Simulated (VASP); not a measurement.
Write the native input for VASP 6.6.1 that does the following.

| Item | Value |
| --- | --- |
| Task | single point |
| Functional | PBE |
| Potentials or basis | VASP PAW PBE potentials, release 64 (Rb_sv, N) |
| Cutoff | 520 eV |
| k mesh | 8 × 8 × 6 |
| Occupations | gaussian, width 0.1 eV |
| Spin | no spin polarisation |
| Dipole correction | no |
| Further INCAR settings | ALGO = Normal; EDIFF = 1e-06; NBANDS = 26 |

The structure of Rb3N2 lies in POSCAR:

```
Rb3N2
1.0
    5.1550946400      0.0000000000      0.0000000000
    0.0000000000      5.1550946400      0.0000000000
    0.0000000000      0.0000000000      8.2712537774
Rb N
3 2
Direct
    0.0000000000      0.0000000000      0.2977297524
    0.0000000000      0.0000000000      0.7022702476
    0.5000000000      0.5000000000      0.5000000000
    0.0000000000      0.5000000000      0.5000000000
    0.5000000000      0.0000000000      0.5000000000
```

The input as run:

INCAR

```
  ALGO = Normal
  EDIFF = 1E-6
  ENCUT = 520
  GGA = PE
  ISIF = 2
  ISMEAR = 0
  LASPH = T
  LCHARG = T
  LELF = T
  LREAL = F
  LVHAR = T
  LWAVE = F
  NBANDS = 26
  NELM = 100
  PREC = Accurate
  SIGMA = 0.1
```

KPOINTS

```
k-points
0
Gamma
  8 8 6
```

Potentials or basis: VASP PAW PBE potentials, release 64 (Rb_sv, N).

Launch:

```console
$ cat potpaw_PBE.64/Rb_sv/POTCAR potpaw_PBE.64/N/POTCAR > POTCAR
$ mpirun -np 1 vasp_std > vasp.out
```

It gave:

| Quantity | Value |
| --- | --- |
| Pressure | 0.1 GPa |
| Largest force | 0.013 eV/Å |

Run time: 2.5 min on 1 thread of Intel(R) Xeon(R) 6975P-C (Granite Rapids), with other jobs on the host, peak memory 0.48 GiB.
